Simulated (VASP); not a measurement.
Write the native input for VASP 6.6.1 that does the following.

```
Task                   : single point
Functional             : PBE
Potentials or basis    : VASP PAW PBE potentials, release 64 (Hf_pv)
Cutoff                 : 520 eV
k mesh                 : 10 × 10 × 5
Occupations            : fermi-dirac, width 0.05 eV
Spin                   : no spin polarisation
Dipole correction      : no
Further INCAR settings : ALGO = Normal; EDIFF = 1e-07; NBANDS = 17
```

The structure of Hf lies in POSCAR:

```
Hf
1.0
    3.1967000000     -0.0319670000      0.0000000000
   -1.6260342341      2.7844069083      0.0000000000
    0.0000000000      0.0000000000      5.0578000000
Hf
2
Direct
    0.6666666667      0.3333333333      0.7500000000
    0.3333333333      0.6666666667      0.2500000000
```

The input as run:

INCAR

```
PREC = Accurate ; ENCUT = 520
EDIFF = 1E-7 ; ISMEAR = -1
SIGMA = 0.05 ; LREAL = False
LASPH = True ; NELM = 100
ALGO = Normal ; ISIF = 2
LWAVE = False ; LCHARG = True
GGA = PE ; LELF = True
LVHAR = True ; NBANDS = 17
```

KPOINTS

```
Automatic mesh
0
Gamma
  10 10 5
```

Potentials or basis: VASP PAW PBE potentials, release 64 (Hf_pv).

The run is started by

```sh
$ cat potpaw_PBE.64/Hf_pv/POTCAR > POTCAR
$ mpirun -np 1 vasp_std > vasp.out
```

Results of the run:

```yaml
Pressure: 0.2 GPa
Largest_force: 0.050 eV/Å
Band_gap_on_the_k_mesh: zero (band 10 reaches 5.92 eV, above the bottom of band 11 at 4.57 eV)
```

Caveat: spin-orbit coupling is left out, which moves the levels of the heavy elements.

It took 60 s on 1 thread of Intel Xeon 6975P-C (shared host), peak memory 0.23 GiB.
